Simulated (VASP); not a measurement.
A run of VASP 6.6.1 is set up as follows.

The input INCAR:

```
ALGO = Normal
EDIFF = 1E-6
ENCUT = 520
GGA = RP
ISIF = 2
ISMEAR = -1
ISPIN = 2
LASPH = True
LCHARG = False
LMAXMIX = 4
LORBIT = 11
LREAL = False
LWAVE = False
MAGMOM = -0.447 -0.447
NBANDS = 21
NELM = 150
PREC = Accurate
SIGMA = 0.05
```

Contents of KPOINTS:

```
k-points
0
Gamma
  10 10 10
```

File POSCAR:

```
Pd
1.0
    0.0000000000      3.0613059744      3.0613059744
    3.0613059744      0.0000000000      3.0613059744
    3.0613059744      3.0613059744      0.0000000000
Pd
2
Direct
    0.1250000000      0.1250000000      0.1250000000
    0.8750000000      0.8750000000      0.8750000000
```

Potentials or basis: VASP PAW PBE potentials, release 64 (Pd).

Launch:

```bash
$ cat potpaw_PBE.64/Pd/POTCAR > POTCAR
$ mpirun -np 1 vasp_std > vasp.out
```

Q: What does it give for the site moments?

A: Pd -0.43 μB.

Q: Predict the pressure.

A: -4.7 GPa.

Q: Predict the net moment.

A: -0.87 μB per cell.

Caveat: the cell stands under tension; the PAW data sets were made with another functional, which shifts forces and pressure a little.
